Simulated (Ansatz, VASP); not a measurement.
**Two plane-wave programs on Ni**

INCAR

```
SYSTEM = Ni
PREC = Accurate
ENCUT = 520
EDIFF = 1E-6
ISMEAR = -1
SIGMA = 0.1
LREAL = .False.
LASPH = .True.
NELM = 60
ALGO = Normal
ISIF = 2
LWAVE = .False.
LCHARG = .False.
GGA = PE
NBANDS = 17
```

KPOINTS

```
Automatic mesh
0
Gamma
  7 14 14
  0 0 0
```

The input POSCAR:

```
Ni
1.0
    0.0000000000      3.5160000000      3.5160000000
    1.7580000000      0.0000000000      1.7580000000
    1.7580000000      1.7580000000      0.0000000000
Ni
2
Direct
    0.0000000000      0.0000000000      0.0000000000
    0.5000000000      0.0000000000      0.0000000000
```

Input for Ansatz:

```yaml
crystal:
  lattice:
    - [0.0, 3.516, 3.516]
    - [1.758, 0.0, 1.758]
    - [1.758, 1.758, 0.0]
  atoms:
    - { symbol: Ni, position: [0.0, 0.0, 0.0] }
    - { symbol: Ni, position: [0.5, 0.0, 0.0] }
hamiltonian:
  xc: pbe
  pseudopotentials: { kind: paw }
basis:
  ecutwfc: 420
kpoints:
  mp_grid: { grid: [7, 14, 14] }
scf:
  occupations: { method: fermi_dirac, width: 0.1 }
  lower_state_search: "off"
output:
  forces: true
  stress: true
```

Alike in both runs: task single point; functional PBE; k mesh 7 × 14 × 14; occupations fermi-dirac, width 0.1 eV; no spin polarisation.

|  | VASP | Ansatz |
| --- | --- | --- |
| version | VASP 6.6.1 | Ansatz 0.2.0 |
| potentials or method | VASP PAW PBE potentials, release 64 (Ni), cutoff 520 eV | PAW, plane waves, scalar-relativistic |
| valence electrons in the cell | 20 | 36 |

```csv
,VASP,Ansatz,Ansatz less VASP
pressure (GPa),-0.2,-0.2,-0.01
```

VASP's potentials hold 20 valence electrons a cell and Ansatz's 36, so a difference there can come from the potentials and not from the codes.
